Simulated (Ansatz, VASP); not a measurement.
**Yb3InC: VASP beside Ansatz**

The input INCAR:

```
PREC = Accurate
ENCUT = 520
EDIFF = 1E-6
ISMEAR = 0
SIGMA = 0.15
LREAL = F
LASPH = T
NELM = 60
ALGO = Normal
ISIF = 2
LWAVE = F
LCHARG = T
GGA = PE
LELF = T
LVHAR = T
NBANDS = 52
```

File KPOINTS:

```
Automatic mesh
0
Gamma
  5 5 5
```

File POSCAR:

```
Yb3InC
1.0
    5.0632500000      0.0000000000      0.0000000000
    0.0000000000      5.0632500000      0.0000000000
    0.0000000000      0.0000000000      5.0632500000
Yb In C
3 1 1
Direct
    0.5000000000      0.0000000000      0.5000000000
    0.0000000000      0.5000000000      0.5000000000
    0.5000000000      0.5000000000      0.0000000000
    0.0000000000      0.0000000000      0.0000000000
    0.5000000000      0.5000000000      0.5000000000
```

Input for Ansatz:

```yaml
crystal:
  lattice:
    bravais: cubic
    a: 5.06325
  space_group: 221
  atoms:
    - { symbol: Yb, position: [0.5, 0.0, 0.5] }
    - { symbol: In, position: [0.0, 0.0, 0.0] }
    - { symbol: C, position: [0.5, 0.5, 0.5] }
kpoints:
  mp_grid:
    grid: [5, 5, 5]
scf:
  occupations:
    method: gaussian
    width: 0.15
output:
  forces: true
  stress: true
```

Alike in both runs: task single point; functional PBE; k mesh 5 × 5 × 5; occupations gaussian, width 0.15 eV; no spin polarisation.

|  | VASP | Ansatz |
| --- | --- | --- |
| version | VASP 6.6.1 | Ansatz 0.2.0 |
| potentials or method | VASP PAW PBE potentials, release 64 (Yb, In_d, C) | plane waves, PAW |
| plane-wave cutoff (eV) | 520 | 420 |
| valence electrons in the cell | 89 | 89 |

```csv
,VASP,Ansatz,Ansatz less VASP
pressure (GPa),-3.9,-3.7,+0.23
```

Spin-orbit coupling is off throughout.
